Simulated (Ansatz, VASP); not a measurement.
**BP in VASP and in Ansatz**

```
B P
1.0
     0.00000    2.17824    2.08748
     2.17824    0.00000    2.08748
     2.17824    2.17824    0.00000
B P
1 1
Direct
  0.00000 0.00000 0.00000
  0.75000 0.75000 0.75000
```

Change from the starting cell: strain -0.040 along x and y, -0.080 along z, atoms carried along.

Alike in both runs: task single point; functional r2SCAN; k mesh 10 × 10 × 10; occupations gaussian, width 0.05 eV; no spin polarisation.

|  | VASP | Ansatz |
| --- | --- | --- |
| version | VASP 6.6.1 | Ansatz 0.2.0 |
| potentials or method | VASP PAW PBE potentials, release 64 (B, P), cutoff 520 eV | scalar-relativistic, plane waves, PAW |
| valence electrons in the cell | 8 | 8 |

Ansatz gave:

```
gap on the k mesh at the Fermi level (eV)                     : 0.49
least direct gap on the mesh (eV)                             : 3.47
pressure (GPa)                                                : 37.6
traceless stress, the component that is largest in VASP (GPa) : 8.64
```

Problem. Estimate VASP's values.

Solution. gap on the k mesh at the Fermi level (eV): 0.51; least direct gap on the mesh (eV): 3.51; pressure (GPa): 36.8; traceless stress, the component that is largest in VASP (GPa): 8.68.

VASP's potentials were made for PBE, not for r2SCAN. Both programs put the cell under a high pressure, so it lies far from rest at this level.
